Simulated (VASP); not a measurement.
# ReSb2 (P-3m1) in VASP: relaxation of cell and atoms with PBE

Aim: the relaxation of cell and atoms of ReSb2 with PBE.

Program: VASP 6.6.1. These are calculated values, not measurements. Logs are shortened: lines on timing, memory, paths and dates and some standing lists are left out, and cuts for length are marked.

**1. The cell of the first run**

Symmetry: P-3m1, No. 164, trigonal system. Conventional cell: a = 3.603 Å, b = 3.603 Å, c = 5.813 Å, α = 90.00°, β = 90.00°, γ = 120.00°. Re (site symmetry -3m) has 6 Sb at 2.54 Å within 3.4 Å. Sb (site symmetry 3m) has 3 Re at 2.54 Å within 3.4 Å.

**2. Relaxation of cell and atoms, PBE**

The input, INCAR:

```
SYSTEM = ReSb2
PREC = Accurate
ENCUT = 600
EDIFF = 1E-6
ISMEAR = 0
SIGMA = 0.05
LREAL = .False.
LASPH = .True.
NELM = 80
ALGO = Normal
ISIF = 3
LWAVE = .False.
LCHARG = .False.
GGA = PE
IBRION = 2
NSW = 80
EDIFFG = -0.01
```

The input, KPOINTS:

```
regular mesh
0
Gamma
  12 12 6
  0 0 0
```

The input, POSCAR:

```
ReSb2
1.0
    3.6033823276      0.0000000000      0.0000000000
   -1.8016911638      3.1206206352      0.0000000000
    0.0000000000      0.0000000000      5.8130035662
Re Sb
1 2
Direct
    0.0000000000      0.0000000000      0.0000000000
    0.3333333333      0.6666666667      0.2520000000
    0.6666666667      0.3333333333      0.7480000000
```

Potentials or basis: VASP PAW PBE potentials, release 64 (Re, Sb).

Run with:

```sh
cat potpaw_PBE.64/Re/POTCAR potpaw_PBE.64/Sb/POTCAR > POTCAR
mpirun -np 1 vasp_std > vasp.out
```

OUTCAR:

```text
SYSTEM = ReSb2
   PREC = Accurate
   ENCUT = 600
   EDIFF = 1E-6
   ISMEAR = 0
   LREAL = .False.
   LASPH = .True.
   NELM = 80
   ISIF = 3
   GGA = PE
   IBRION = 2
   NSW = 80
   EDIFFG = -0.01

 ion  position               nearest neighbor table
   1  0.000  0.000  0.000-   2 2.54   3 2.54   2 2.54   3 2.54   3 2.54   2 2.54
   2  0.333  0.667  0.252-   1 2.54   1 2.54   1 2.54   3 3.56   3 3.56   3 3.56   3 3.59   3 3.59
                             3 3.59
   3  0.667  0.333  0.748-   1 2.54   1 2.54   1 2.54   2 3.56   2 3.56   2 3.56   2 3.59   2 3.59
                             2 3.59

  LATTYP: Found a hexagonal cell.
 ALAT       =     3.6033823276
 C/A-ratio  =     1.6132075472

  Lattice vectors:

 A1 = (   3.6033823276,   0.0000000000,   0.0000000000)
 A2 = (  -1.8016911638,   3.1206206352,   0.0000000000)
 A3 = (   0.0000000000,   0.0000000000,   5.8130035662)

Analysis of symmetry for initial positions (statically):
=====================================================================
 Subroutine PRICEL returns:
 Original cell was already a primitive cell.

 Routine SETGRP: Setting up the symmetry group for a
 hexagonal supercell.

 Subroutine GETGRP returns: Found 12 space group operations
 (whereof 12 operations were pure point group operations)
 out of a pool of 24 trial point group operations.

The static configuration has the point symmetry D_3d.

Analysis of symmetry for dynamics (positions and initial velocities):
=====================================================================
 Subroutine PRICEL returns:
 Original cell was already a primitive cell.

 Routine SETGRP: Setting up the symmetry group for a
 hexagonal supercell.

 Subroutine GETGRP returns: Found 12 space group operations
 (whereof 12 operations were pure point group operations)
 out of a pool of 24 trial point group operations.

The dynamic configuration has the point symmetry D_3d.

 Subroutine INISYM returns: Found 12 space group operations
 (whereof 12 operations are pure point group operations),
 and found     1 'primitive' translations

----------------------------------------------------------------------------------------

                                     Primitive cell

  volume of cell :      65.3660

  direct lattice vectors                    reciprocal lattice vectors
     3.603382328  0.000000000  0.000000000     0.277517041  0.160224538  0.000000000
    -1.801691164  3.120620635  0.000000000     0.000000000  0.320449076  0.000000000
     0.000000000  0.000000000  5.813003566     0.000000000  0.000000000  0.172028107

  length of vectors
     3.603382328  3.603382328  5.813003566     0.320449076  0.320449076  0.172028107

[... 87 lines left out ...]
   NFREE  =      1    steps in history (QN), initial steepest desc. (CG)
   ISIF   =      3    stress and relaxation
   ISYM   =      2    0-nonsym 1-usesym 2-fastsym
   POTIM  = 0.5000    time-step for ionic-motion
   TEBEG  =    0.0;   TEEND  =   0.0 temperature during run
   PSTRESS=    0.0 pullay stress
   NELECT =      17.0000    total number of electrons
   NUPDOWN=      -1.0000    fix difference up-down
   EMIN   =  10.00;   EMAX   =-10.00  energy-range for DOS
   EFERMI =   0.00;   METHOD = LEGACY
   ISMEAR =     0;   SIGMA  =   0.05  broadening in eV -4-tet -1-fermi 0-gaus
   EFERMI_NEDOS =   21; number of points for ismear=-14 and -15
   IALGO  =     38    algorithm
   IMIX   =      4    mixing-type and parameters
     AMIX     =   0.40;   BMIX     =  1.00
     AMIX_MAG =   1.60;   BMIX_MAG =  1.00
  volume/ion in A,a.u.               =      21.79       147.04
  Fermi-wavevector in a.u.,A,eV,Ry     =   1.044978  1.974722 14.857278  1.091979
  Thomas-Fermi vector in A             =   2.179754
   LORBIT       =      0    0 simple, 1 ext, 2 COOP (PROOUT), +10 PAW based schemes
   GGA     = PE    functional components
   LHFCALC =     F    Hartree Fock is set to
   AEXX    =    0.0000 exact exchange contribution
   IVDW    =     0    specifies the selected vdW correction
   LEPSILON=     F    determine dielectric tensor
   LRPA    =     F    only Hartree local field effects (RPA)
 conjugate gradient relaxation of ions
 non-spin polarized calculation
 Gauss-broadening in eV      SIGMA  =   0.05
  energy-cutoff  :      600.00
  volume of cell :       65.37
 maximum number of plane-waves:      2204
 NGX is ok and might be reduce to    30
   NGX = 15   NGY = 15   NGZ = 23

--------------------------------------- Ionic step        1  -------------------------------------------

 number of electron      17.0000000 magnetization

 Free energy of the ion-electron system (eV)
  ---------------------------------------------------
  ext. energy  EPLUGINS =         0.00000000
  ---------------------------------------------------
  free energy    TOTEN  =       -18.27035971 eV

  energy without entropy =      -18.26549162  energy(sigma->0) =      -18.26792566

------------------------ aborting loop because EDIFF is reached ----------------------------------------

  FORCE on cell =-STRESS in cart. coord.  units (eV):
  Direction    XX          YY          ZZ          XY          YZ          ZX
  --------------------------------------------------------------------------------------
  -------------------------------------------------------------------------------------
  Total        8.4238964      8.4238964     10.9250004      0.0000000      0.0000000      0.0000000
  in kB      206.4770028    206.4770028    267.7812309      0.0000000      0.0000000      0.0000000
  external PRESSURE =     226.9117455 kB  Pullay stress =       0.0000000 kB
[... 821 lines left out ...]
      1      -5.2730      2.00000
      2      -4.3044      2.00000
      3       1.1728      2.00000
      4       3.6773      2.00000
      5       4.6160      2.00000
      6       4.8889      2.00000
      7       5.1766      2.00000
      8       5.8988      2.00000
      9       6.3777      2.00000
     10       8.9790      0.00000
     11      10.3889      0.00000
     12      10.9228      0.00000

 [... further k-points ...]

[... ionic steps 4 to 64 ...]

--------------------------------------- Ionic step       65  -------------------------------------------

 number of electron      17.0000004 magnetization

------------------------ aborting loop because EDIFF is reached ----------------------------------------
[... 69 lines left out ...]
--------------------------------------- Ionic step       67  -------------------------------------------

 number of electron      17.0000003 magnetization

 Free energy of the ion-electron system (eV)
  ---------------------------------------------------
  ext. energy  EPLUGINS =         0.00000000
  ---------------------------------------------------
  free energy    TOTEN  =       -19.60110318 eV

  energy without entropy =      -19.60006672  energy(sigma->0) =      -19.60058495

 E-fermi :   6.3859     XC(G=0):  -9.8307

 val. band max:        6.3714407018   @ k =   0.3333   0.2500   0.0000
 cond. band min:       6.4474963135   @ k =   0.2500   0.1667   0.0000
 fundamental gap:      0.0760556117
 Fermi energy:         6.3858752994
[... 390 lines left out ...]
  FREE ENERGIE OF THE ION-ELECTRON SYSTEM (eV)
  ---------------------------------------------------
  free  energy   TOTEN  =       -19.6011031844 eV

  energy  without entropy=      -19.6000667199  energy(sigma->0) =      -19.60058495

 reached required accuracy - stopping structural energy minimisation
```

OSZICAR:

```text
N       E                     dE             d eps       ncg     rms          rms(c)
DAV:   1     0.768761089408E+02    0.76876E+02   -0.72406E+03  3980   0.141E+03
DAV:   2    -0.135675184286E+02   -0.90444E+02   -0.86258E+02  3892   0.254E+02
DAV:   3    -0.184672893755E+02   -0.48998E+01   -0.46969E+01  3888   0.708E+01
[... 580 lines left out ...]
DAV:   2    -0.196012592680E+02    0.37094E-03   -0.22113E-03  4280   0.129E+00    0.709E-02
DAV:   3    -0.196011498169E+02    0.10945E-03   -0.40911E-04  4552   0.481E-01    0.338E-02
DAV:   4    -0.196011008878E+02    0.48929E-04   -0.17801E-04  3492   0.178E-01    0.155E-02
DAV:   5    -0.196011026722E+02   -0.17844E-05   -0.10377E-05  3772   0.272E-02    0.119E-02
DAV:   6    -0.196011031844E+02   -0.51223E-06   -0.13870E-06  1644   0.342E-02
  67 F= -.19601103E+02 E0= -.19600585E+02  d E =-.387463E-04
```

Wall time 42 min (1 thread of Intel Xeon Platinum 8488C (Sapphire Rapids), shared host); peak memory 0.32 GiB.

What came out:

| Item | Value |
| --- | --- |
| Free energy | -19.6011 eV |
| Relaxed volume | 26.69 Å³/atom |
| Relaxed cell | a = 3.282 Å, b = 3.282 Å, c = 8.581 Å, α = 90.00°, β = 90.00°, γ = 120.00° |
| Space group after relaxing (to 0.1 Å) | P-3m1 (No. 164) |
| Energy gained by relaxing | 443.6 meV/atom |
| Ionic steps | 67 |
| Pressure after relaxing | 0.0 GPa |
| Band gap on the k mesh | zero (an odd number of electrons rules out a gap without spin polarisation) |

Step by step:
```
step  energy change (eV)  largest force (eV/Å)  pressure (GPa)  volume (Å³)
   1              0.0000                3.9555           22.69        65.37
   3             -0.8829                0.4667           -4.04        76.15
   5             -0.8954                0.7872           -1.87        74.72
   7             -1.2547                0.3138           -2.22        69.11
   9             -1.2650                0.0791            0.04        67.80
  11             -1.2656                0.0513            0.09        67.89
  13             -1.2663                0.1088            0.11        68.73
  15             -1.2672                0.0289           -0.08        68.53
  17             -1.2679                0.0031           -0.29        68.75
  19             -1.2715                0.0274            0.69        68.47
  21             -1.2736                0.0433            1.48        68.18
  23             -1.2740                0.0337            1.52        68.19
  25             -1.2750                0.0002            1.63        68.22
  27             -1.2761                0.0647            1.62        68.37
  29             -1.2816                0.3296           -0.15        69.58
  31             -1.2832                0.2863            0.04        69.53
  33             -1.2933                0.2262           -0.33        70.57
  35             -1.3054                0.0243           -1.23        74.82
  37             -1.3126                0.1395           -0.16        75.14
  39             -1.3134                0.2404            0.54        75.31
  41             -1.3262                0.0060           -0.02        76.66
  43             -1.3278                0.0122           -0.10        77.12
  45             -1.3289                0.0499           -0.25        77.58
  47             -1.3290                0.0714           -0.29        77.73
  49             -1.3294                0.0333            0.06        77.66
  51             -1.3295                0.0177            0.09        77.70
  53             -1.3297                0.0184           -0.04        77.94
  55             -1.3297                0.0135           -0.02        77.89
  57             -1.3297                0.0122           -0.01        77.99
  59             -1.3301                0.0071           -0.04        78.43
  61             -1.3302                0.0202           -0.13        80.19
  63             -1.3304                0.0116           -0.08        79.50
  65             -1.3306                0.0190            0.00        79.68
  67             -1.3307                0.0010            0.00        80.06
```

Final structure:
```
CELL_PARAMETERS angstrom
3.28239 0.00000 0.00000
-1.64120 2.84263 0.00000
0.00000 0.00000 8.58078
ATOMIC_POSITIONS crystal
Re 0.00000 0.00000 0.00000
Sb 0.33333 0.66667 0.23335
Sb 0.66667 0.33333 0.76665
```

Levels at points of the mesh, in eV from the Fermi level:
```tsv
k point	band 6	band 7	band 8	band 9	band 10	band 11	band 12
(0.00, 0.00, 0.00)	-1.83	-1.83	-0.53	-0.53	3.74	5.04	5.04
(0.50, 0.00, 0.00)	-1.93	-1.81	-1.37	0.89	1.23	1.70	2.92
(0.00, 0.00, 0.50)	-1.83	-1.68	-0.53	-0.53	5.02	5.02	5.29
(0.50, 0.00, 0.50)	-2.01	-1.93	-1.04	1.13	1.23	1.75	3.16
```

Caveat: the volume moved by over 15 % at a fixed basis, so the end points are rough; spin-orbit coupling is left out, which moves the levels of the heavy elements.
